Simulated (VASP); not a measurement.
Here is a VASP 6.6.1 calculation.

The input INCAR:

```
PREC = Accurate ; ENCUT = 500
EDIFF = 1E-8 ; ISMEAR = 0
SIGMA = 0.01 ; LREAL = F
LASPH = T ; NELM = 120
ALGO = Normal ; ISIF = 2
LWAVE = F ; LCHARG = F
GGA = PS ; IBRION = 8
NSW = 1 ; GGA_COMPAT = F
```

KPOINTS

```
regular mesh
0
Gamma
  6 6 6
```

Contents of POSCAR:

```
AgI
1.0
    3.0783711463      3.0783711463      0.0000000000
   -3.0783711463      3.0783711463      0.0000000000
    0.0000000000      3.0783711463      3.0783711463
Ag I
1 1
Direct
    0.0000000000      0.0000000000      0.0000000000
    0.7500000000      0.2500000000      0.5000000000
```

Potentials or basis: VASP PAW PBE potentials, release 64 (Ag, I).

Launch:

```bash
$ cat potpaw_PBE.64/Ag/POTCAR potpaw_PBE.64/I/POTCAR > POTCAR
$ mpirun -np 1 vasp_std > vasp.out
```

Question: What does it give for the highest phonon frequency at Γ, LO-TO splitting left out?

Answer: 149 cm⁻¹.

Phonon frequencies in cm⁻¹ (negative: imaginary):
```tsv
q point	frequencies
(0.000, 0.000, 0.000)	0 0 0 149 149 149
```

Caveat: the cell wasn't relaxed at this level first, which shifts response properties.
